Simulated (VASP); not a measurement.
# KBr (Pm-3m) in VASP: notebook

Aim: see how the results for KBr move with the level of theory and the settings. Levels: r2SCAN+rVV10, RPBE+D4, SVWN5, LDA, b88 exchange, pbe correlation. Tasks: single point.

Program: VASP 6.6.1. These are calculated values, not measurements. Logs are shortened: lines on timing, memory, paths and dates and some standing lists are left out, and cuts for length are marked.

### Step 1. The cell of the first run

The structure is cubic, space group Pm-3m (No. 221). Conventional cell: a = 4.043 Å, b = 4.043 Å, c = 4.043 Å, α = 90.00°, β = 90.00°, γ = 90.00°. Within 4.6 Å of Br (site symmetry m-3m) lie 8 K at 3.50 Å and 6 Br at 4.04 Å. K (site symmetry m-3m) has 8 Br at 3.50 Å and 6 K at 4.04 Å within 4.6 Å.

### Step 2. Single point, r2SCAN+rVV10

Contents of POSCAR:

```
KBr
1.0
    4.0434990000      0.0000000000      0.0000000000
    0.0000000000      4.0434990000      0.0000000000
    0.0000000000      0.0000000000      4.0434990000
Br K
1 1
Direct
    0.5000000000      0.5000000000      0.5000000000
    0.0000000000      0.0000000000      0.0000000000
```

Contents of INCAR.step1:

```
PREC = Accurate
ENCUT = 550
ISMEAR = -5
SIGMA = 0.05
LREAL = F
LASPH = T
NELM = 120
NBANDS = 15
GGA = PE
ALGO = Normal
EDIFF = 1E-5
LWAVE = T
LCHARG = F
GGA_COMPAT = F
```

Contents of INCAR.step2:

```
PREC = Accurate
ENCUT = 550
EDIFF = 1E-6
ISMEAR = -5
SIGMA = 0.05
LREAL = F
LASPH = T
NELM = 120
ALGO = Normal
ISIF = 2
LWAVE = F
LCHARG = T
METAGGA = R2SCAN
LMIXTAU = T
LUSE_VDW = T
IVDW_NL = 2
BPARAM = 11.95
CPARAM = 0.0093
LELF = T
LVHAR = T
NBANDS = 15
ISTART = 1
GGA_COMPAT = F
```

Contents of KPOINTS:

```
regular mesh
0
Gamma
  7 7 7
```

Potentials or basis: VASP PAW PBE potentials, release 64 (Br, K_sv).

Run with:

```sh
> cat potpaw_PBE.64/Br/POTCAR potpaw_PBE.64/K_sv/POTCAR > POTCAR
> cp INCAR.step1 INCAR
> mpirun -np 1 vasp_std > vasp.out
> cp INCAR.step2 INCAR
> mpirun -np 1 vasp_std > vasp.out
```

OUTCAR:

```text
PREC = Accurate
   ENCUT = 550
   EDIFF = 1E-6
   ISMEAR = -5
   LREAL = F
   LASPH = T
   NELM = 120
   ISIF = 2
   METAGGA = R2SCAN
   IVDW_NL = 2
   BPARAM = 11.95
   ISTART = 1

 ion  position               nearest neighbor table
   1  0.500  0.500  0.500-
   2  0.000  0.000  0.000-

  LATTYP: Found a simple cubic cell.
 ALAT       =     4.0434990000

  Lattice vectors:

 A1 = (   4.0434990000,   0.0000000000,   0.0000000000)
 A2 = (   0.0000000000,   4.0434990000,   0.0000000000)
 A3 = (   0.0000000000,   0.0000000000,   4.0434990000)

Analysis of symmetry for initial positions (statically):
=====================================================================
 Subroutine PRICEL returns:
 Original cell was already a primitive cell.

 Routine SETGRP: Setting up the symmetry group for a
 simple cubic supercell.

 Subroutine GETGRP returns: Found 48 space group operations
 (whereof 48 operations were pure point group operations)
 out of a pool of 48 trial point group operations.

The static configuration has the point symmetry O_h .

Analysis of symmetry for dynamics (positions and initial velocities):
=====================================================================
 Subroutine PRICEL returns:
 Original cell was already a primitive cell.

 Routine SETGRP: Setting up the symmetry group for a
 simple cubic supercell.

 Subroutine GETGRP returns: Found 48 space group operations
 (whereof 48 operations were pure point group operations)
 out of a pool of 48 trial point group operations.

The dynamic configuration has the point symmetry O_h .

 Subroutine INISYM returns: Found 48 space group operations
 (whereof 48 operations are pure point group operations),
 and found     1 'primitive' translations

----------------------------------------------------------------------------------------

                                     Primitive cell

  volume of cell :      66.1107

  direct lattice vectors                    reciprocal lattice vectors
     4.043499000  0.000000000  0.000000000     0.247310559  0.000000000  0.000000000
     0.000000000  4.043499000  0.000000000     0.000000000  0.247310559  0.000000000
     0.000000000  0.000000000  4.043499000     0.000000000  0.000000000  0.247310559

  length of vectors
     4.043499000  4.043499000  4.043499000     0.247310559  0.247310559  0.247310559

  position of ions in fractional coordinates (direct lattice)
     0.500000000  0.500000000  0.500000000
     0.000000000  0.000000000  0.000000000

  ion indices of the primitive-cell ions
   primitive index   ion index
                 1           1
                 2           2

----------------------------------------------------------------------------------------

 KPOINTS: regular mesh

Automatic generation of k-mesh.
 Grid dimensions read from file:
 generate k-points for:    7    7    7

 Generating k-lattice:

  Cartesian coordinates                     Fractional coordinates (reciprocal lattice)
     0.035330080  0.000000000  0.000000000     0.142857143  0.000000000  0.000000000
     0.000000000  0.035330080  0.000000000     0.000000000  0.142857143  0.000000000
     0.000000000  0.000000000  0.035330080     0.000000000  0.000000000  0.142857143

  Length of vectors
     0.035330080  0.035330080  0.035330080

  Shift w.r.t. Gamma in fractional coordinates (k-lattice)
     0.000000000  0.000000000  0.000000000

 TETIRR: Found    163 inequivalent tetrahedra from     2058

 Subroutine IBZKPT returns following result:
 ===========================================

 Found     20 irreducible k-points:

 Following reciprocal coordinates:
            Coordinates               Weight
  0.000000  0.000000  0.000000      1.000000
  0.142857  0.000000  0.000000      6.000000
  0.285714  0.000000  0.000000      6.000000
  0.428571  0.000000  0.000000      6.000000
  0.142857  0.142857  0.000000     12.000000
  0.285714  0.142857  0.000000     24.000000
[... 12 lines left out ...]
  0.428571  0.428571  0.285714     24.000000
  0.428571  0.428571  0.428571      8.000000
   k-points           NKPTS =     20   k-points in BZ     NKDIM =     20   number of bands    NBANDS=     15
   number of dos      NEDOS =    301   number of ions     NIONS =      2
   total plane-waves  NPLWV =  32768
   dimension x,y,z NGX =    32 NGY =   32 NGZ =   32
   dimension x,y,z NGXF=    64 NGYF=   64 NGZF=   64
   ions per type =               1   1
   NGX,Y,Z   is equivalent  to a cutoff of  13.16, 13.16, 13.16 a.u.
   NGXF,Y,Z  is equivalent  to a cutoff of  26.31, 26.31, 26.31 a.u.
 SYSTEM =  unknown system
   PREC   = accura    normal or accurate (medium, high low for compatibility)
   ISTART =      1    job   : 0-new  1-cont  2-samecut
   ICHARG =      0    charge: 1-file 2-atom 10-const
   ISPIN  =      1    spin polarized calculation?
   LNONCOLLINEAR =      F non collinear calculations
   LSORBIT =      F    spin-orbit coupling
   LASPH  =      T    aspherical Exc in radial PAW
[... 63 lines left out ...]
      2     -14.3803      2.00000
      3     -13.5859      2.00000
      4     -13.5859      2.00000
      5     -13.5859      2.00000
      6      -1.4208      2.00000
      7      -1.4208      2.00000
      8      -1.4208      2.00000
      9       3.3541      0.00000
     10       5.1979      0.00000
     11       5.1979      0.00000
     12       9.3011      0.00000
     13       9.3011      0.00000
     14       9.3011      0.00000
     15      11.9173      0.00000

 k-point     2 :       0.1429    0.0000    0.0000
  band No.  band energies     occupation
      1     -30.9261      2.00000
      2     -14.4114      2.00000
      3     -13.5823      2.00000
      4     -13.5823      2.00000
      5     -13.5491      2.00000
      6      -1.8318      2.00000
      7      -1.4145      2.00000
      8      -1.4145      2.00000
      9       3.8247      0.00000
     10       5.3583      0.00000
     11       5.6278      0.00000
     12       9.2313      0.00000
     13       9.2313      0.00000
     14       9.3919      0.00000
     15      11.1494      0.00000

 k-point     3 :       0.2857    0.0000    0.0000
  band No.  band energies     occupation
      1     -30.9220      2.00000
      2     -14.4779      2.00000
      3     -13.5743      2.00000
      4     -13.5743      2.00000
      5     -13.4677      2.00000
      6      -2.5648      2.00000
      7      -1.4004      2.00000
      8      -1.4004      2.00000
      9       4.7993      0.00000
     10       5.8168      0.00000
     11       6.5948      0.00000
     12       9.1659      0.00000
     13       9.1659      0.00000
     14       9.6206      0.00000
     15       9.7520      0.00000

 k-point     4 :       0.4286    0.0000    0.0000
  band No.  band energies     occupation
      1     -30.9187      2.00000
      2     -14.5287      2.00000
      3     -13.5678      2.00000
      4     -13.5678      2.00000
      5     -13.4026      2.00000
      6      -3.0454      2.00000
      7      -1.3893      2.00000
      8      -1.3893      2.00000
      9       5.7646      0.00000
     10       6.4193      0.00000
     11       7.1597      0.00000
     12       8.5915      0.00000
     13       9.2678      0.00000
     14       9.2678      0.00000
     15       9.8387      0.00000
[... 235 lines left out ...]
 k-point    18 :       0.4286    0.2857    0.2857
  band No.  band energies     occupation
      1     -30.9076      2.00000
      2     -14.1901      2.00000
      3     -13.6649      2.00000
      4     -13.6456      2.00000
      5     -13.5983      2.00000
      6      -2.6097      2.00000
      7      -2.1809      2.00000
      8      -2.1001      2.00000
      9       6.0825      0.00000
     10       6.6043      0.00000
     11       7.2292      0.00000
     12       7.8027      0.00000
     13       8.6908      0.00000
     14       8.9492      0.00000
     15      10.9571      0.00000

 k-point    19 :       0.4286    0.4286    0.2857
  band No.  band energies     occupation
      1     -30.9046      2.00000
      2     -14.0838      2.00000
      3     -13.6991      2.00000
      4     -13.6724      2.00000
      5     -13.6403      2.00000
      6      -2.5436      2.00000
      7      -2.5357      2.00000
      8      -2.1146      2.00000
      9       5.8232      0.00000
     10       6.9809      0.00000
     11       7.0385      0.00000
     12       7.9406      0.00000
     13       9.1060      0.00000
     14       9.1747      0.00000
     15      10.9132      0.00000

 k-point    20 :       0.4286    0.4286    0.4286
  band No.  band energies     occupation
      1     -30.9016      2.00000
      2     -14.0182      2.00000
      3     -13.6884      2.00000
      4     -13.6884      2.00000
      5     -13.6846      2.00000
      6      -2.5428      2.00000
      7      -2.5428      2.00000
      8      -2.5199      2.00000
      9       6.5366      0.00000
     10       6.7886      0.00000
     11       6.7886      0.00000
     12       8.8152      0.00000
     13       9.0173      0.00000
     14       9.0173      0.00000
     15      10.8650      0.00000

------------------------ aborting loop because EDIFF is reached ----------------------------------------

  FORCE on cell =-STRESS in cart. coord.  units (eV):
  Direction    XX          YY          ZZ          XY          YZ          ZX
  --------------------------------------------------------------------------------------
  -------------------------------------------------------------------------------------
  Total       -0.5814011     -0.5814011     -0.5814011      0.0000000     -0.0000000      0.0000000
  in kB      -14.0901112    -14.0901112    -14.0901112      0.0000000     -0.0000000      0.0000000
  external PRESSURE =     -14.0901112 kB  Pullay stress =       0.0000000 kB

 VOLUME and BASIS-vectors are now :
 -----------------------------------------------------------------------------
  energy-cutoff  :      550.00
  volume of cell :       66.11
      direct lattice vectors                 reciprocal lattice vectors
     4.043499000  0.000000000  0.000000000     0.247310559  0.000000000  0.000000000
     0.000000000  4.043499000  0.000000000     0.000000000  0.247310559  0.000000000
     0.000000000  0.000000000  4.043499000     0.000000000  0.000000000  0.247310559

 POSITION                                       TOTAL-FORCE (eV/Angst)
 -----------------------------------------------------------------------------------
      2.02175      2.02175      2.02175         0.000000      0.000000      0.000000
      0.00000      0.00000      0.00000         0.000000      0.000000      0.000000
 -----------------------------------------------------------------------------------
    total drift:                                0.000000      0.000000     -0.000000

  FREE ENERGIE OF THE ION-ELECTRON SYSTEM (eV)
  ---------------------------------------------------
  free  energy   TOTEN  =       -22.6427568380 eV

  energy  without entropy=      -22.6427568380  energy(sigma->0) =      -22.64275684
```

It took 65 s on 1 thread of Intel Xeon Platinum 8375C at 2.90GHz (Ice Lake), shared host; peak memory 0.33 GiB.

Results:

```
Free energy            : -22.6428 eV
Pressure               : -1.4 GPa
Band gap on the k mesh : 4.53 eV (least direct gap 4.77 eV)
```

Levels at points of the mesh, in eV from the valence-band top:
```tsv
k point	band 5	band 6	band 7	band 8	band 9	band 10	band 11	band 12
(0.00, 0.00, 0.00)	-12.41	-0.24	-0.24	-0.24	4.53	6.38	6.38	10.48
```

Caveat: the PAW data sets were made with another functional, which shifts forces and pressure a little; an odd mesh through Γ misses points on the zone boundary, where band edges can lie.

### Step 3. Single point, RPBE+D4, non-collinear spin, zero start, spin-orbit coupling

Contents of INCAR:

```
SYSTEM = KBr
PREC = Accurate
ENCUT = 520
EDIFF = 1E-6
ISMEAR = 0
SIGMA = 0.05
LREAL = .False.
LASPH = .True.
NELM = 150
ALGO = Normal
ISIF = 2
LWAVE = .False.
LCHARG = .False.
LNONCOLLINEAR = .True.
MAGMOM = 0 0 0 0 0 0
LORBIT = 11
LSORBIT = .True.
GGA_COMPAT = .False.
LORBMOM = .True.
GGA = RP
IVDW = 13
NBANDS = 28
```

Contents of KPOINTS:

```
Automatic mesh
0
Gamma
  7 7 7
  0 0 0
```

POSCAR is that of step 2.

Potentials or basis: VASP PAW PBE potentials, release 64 (Br, K_sv).

Run with:

```sh
> cat potpaw_PBE.64/Br/POTCAR potpaw_PBE.64/K_sv/POTCAR > POTCAR
> mpirun -np 1 vasp_ncl > vasp.out
```

Wall time 61 s (1 thread of Intel Xeon Platinum 8259CL at 2.50GHz (Skylake/Cascade Lake), shared host); peak memory 0.29 GiB.

It converged, with:

```
Free energy                                           : -6.2229 eV
Pressure                                              : 0.1 GPa
Net moment                                            : 0.00 μB per cell
Valence electrons inside the program's atomic spheres : Br 4.92; K 7.59
Dispersion energy per atom                            : -0.247 eV
```

Moments on the atoms (μB; x, y, z):
```
Br  0.00 0.00 0.00
K   0.00 0.00 0.00
```

Caveat: the PAW data sets were made with another functional, which shifts forces and pressure a little.

### Step 4. Single point, SVWN5

Contents of INCAR:

```
SYSTEM = KBr
PREC = Accurate
ENCUT = 500
EDIFF = 1E-6
ISMEAR = 0
SIGMA = 0.15
LREAL = .False.
LASPH = .True.
NELM = 120
ALGO = Normal
ISIF = 2
LWAVE = .False.
LCHARG = .False.
GGA = VW
NBANDS = 15
GGA_COMPAT = .False.
```

KPOINTS is that of step 3.

POSCAR is that of step 3.

Run with:

```sh
> cat potpaw_PBE.64/Br/POTCAR potpaw_PBE.64/K_sv/POTCAR > POTCAR
> mpirun -np 1 vasp_std > vasp.out
```

Run time: 18 s. Hardware: 1 thread of Intel Xeon Platinum 8488C (Sapphire Rapids), shared host; peak memory 0.15 GiB.

It converged, with:

| Item | Value |
| --- | --- |
| Free energy | -6.7292 eV |
| Pressure | -2.6 GPa |
| Band gap on the k mesh | 3.50 eV (least direct gap 3.74 eV) |

Levels at points of the mesh, in eV from the valence-band top:
| k point | band 4 | band 5 | band 6 | band 7 | band 8 | band 9 | band 10 | band 11 | band 12 | band 13 |
| --- | --- | --- | --- | --- | --- | --- | --- | --- | --- | --- |
| (0.00, 0.00, 0.00) | -11.91 | -11.91 | -0.24 | -0.24 | -0.24 | 3.50 | 5.61 | 5.61 | 9.55 | 9.55 |

Caveat: the PAW data sets were made with another functional, which shifts forces and pressure a little; an odd mesh through Γ misses points on the zone boundary, where band edges can lie.

### Step 5. Single point, LDA

Contents of INCAR:

```
SYSTEM = KBr
PREC = Accurate
ENCUT = 500
EDIFF = 1E-6
ISMEAR = 1
SIGMA = 0.1
LREAL = .FALSE.
LASPH = .TRUE.
NELM = 120
ALGO = Normal
ISIF = 2
LWAVE = .FALSE.
LCHARG = .FALSE.
GGA = CA
NBANDS = 15
GGA_COMPAT = .FALSE.
```

Contents of KPOINTS:

```
regular mesh
0
G
  7 7 7
  0 0 0
```

POSCAR is that of step 4.

Potentials or basis: VASP PAW LDA potentials, release 64 (Br, K_sv).

Run with:

```sh
> cat potpaw_LDA.64/Br/POTCAR potpaw_LDA.64/K_sv/POTCAR > POTCAR
> mpirun -np 1 vasp_std > vasp.out
```

Run time: 13 s. Hardware: 1 thread of Intel Xeon Platinum 8488C (Sapphire Rapids), shared host; peak memory 0.15 GiB.

Results (log left out):

* Free energy: -6.6842 eV
* Pressure: -2.6 GPa
* Band gap on the k mesh: 3.51 eV (least direct gap 3.75 eV)

Levels at points of the mesh, in eV from the valence-band top:
| k point | band 4 | band 5 | band 6 | band 7 | band 8 | band 9 | band 10 | band 11 | band 12 | band 13 |
| --- | --- | --- | --- | --- | --- | --- | --- | --- | --- | --- |
| (0.00, 0.00, 0.00) | -11.91 | -11.91 | -0.24 | -0.24 | -0.24 | 3.51 | 5.61 | 5.61 | 9.53 | 9.53 |

Caveat: an odd mesh through Γ misses points on the zone boundary, where band edges can lie.

### Step 6. Single point, b88 exchange, pbe correlation

This run uses another cell than the first one, of 31.07 Å³/atom.

Contents of INCAR:

```
SYSTEM = KBr
ALGO = Normal
EDIFF = 1E-6
ENCUT = 500
GGA = LIBXC
GGA_COMPAT = .False.
ISIF = 2
ISMEAR = 1
LASPH = .True.
LCHARG = .False.
LIBXC1 = GGA_X_B88
LIBXC2 = GGA_C_PBE
LREAL = .False.
LWAVE = .False.
NBANDS = 15
NELM = 120
PREC = Accurate
SIGMA = 0.05
```

Contents of KPOINTS:

```
k-points
0
Gamma
  7 7 7
  0 0 0
```

Contents of POSCAR:

```
KBr
1.0
    3.9609554510      0.0000000000      0.0000000000
    0.0000000000      3.9609554510      0.0000000000
    0.0000000000      0.0000000000      3.9609554510
Br K
1 1
Direct
    0.5000000000      0.5000000000      0.5000000000
    0.0000000000      0.0000000000      0.0000000000
```

Potentials or basis: VASP PAW PBE potentials, release 64 (Br, K_sv).

Run with:

```sh
> cat potpaw_PBE.64/Br/POTCAR potpaw_PBE.64/K_sv/POTCAR > POTCAR
> mpirun -np 1 vasp_std > vasp.out
```

Wall time 22 s (1 thread of Intel Xeon Platinum 8488C (Sapphire Rapids), shared host); peak memory 0.17 GiB.

It converged, with:

```yaml
Free_energy: -5.8295 eV
Pressure: 1.4 GPa
Band_gap_on_the_k_mesh: 4.20 eV (least direct gap 4.45 eV)
```

Levels at points of the mesh, in eV from the valence-band top:
```csv
k point,band 4,band 5,band 6,band 7,band 8,band 9,band 10,band 11,band 12,band 13
"(0.00, 0.00, 0.00)",-11.99,-11.99,-0.25,-0.25,-0.25,4.20,5.90,5.90,9.85,9.85
```

Caveat: the PAW data sets were made with another functional, which shifts forces and pressure a little; an odd mesh through Γ misses points on the zone boundary, where band edges can lie.

### Step 7. Overview

```tsv
level	potentials or basis	spin	cell	cutoff (eV)	smearing	gap on the mesh (eV)	pressure (GPa)
r2SCAN+rVV10	VASP PAW PBE potentials, release 64 (Br, K_sv)	off	a = 4.043 Å, 2 atoms	550	tetrahedron	4.53	-1.4
RPBE+D4	VASP PAW PBE potentials, release 64 (Br, K_sv)	non-collinear, zero start, SOC	a = 4.043 Å, 2 atoms	520	gaussian 0.05 eV	-	0.1
SVWN5	VASP PAW PBE potentials, release 64 (Br, K_sv)	off	a = 4.043 Å, 2 atoms	500	gaussian 0.15 eV	3.50	-2.6
LDA	VASP PAW LDA potentials, release 64 (Br, K_sv)	off	a = 4.043 Å, 2 atoms	500	methfessel-paxton 0.1 eV	3.51	-2.6
b88 exchange, pbe correlation	VASP PAW PBE potentials, release 64 (Br, K_sv)	off	a = 3.961 Å, 2 atoms	500	methfessel-paxton 0.05 eV	4.20	1.4
```

Alike in all rows: task single point; k mesh 7 × 7 × 7.

Caveats: the PAW data sets were made with another functional, which shifts forces and pressure a little (at least some runs); an odd mesh through Γ misses points on the zone boundary, where band edges can lie (at least some runs).

Total energies depend on the potentials used, so only differences within one code and one set of settings carry meaning.
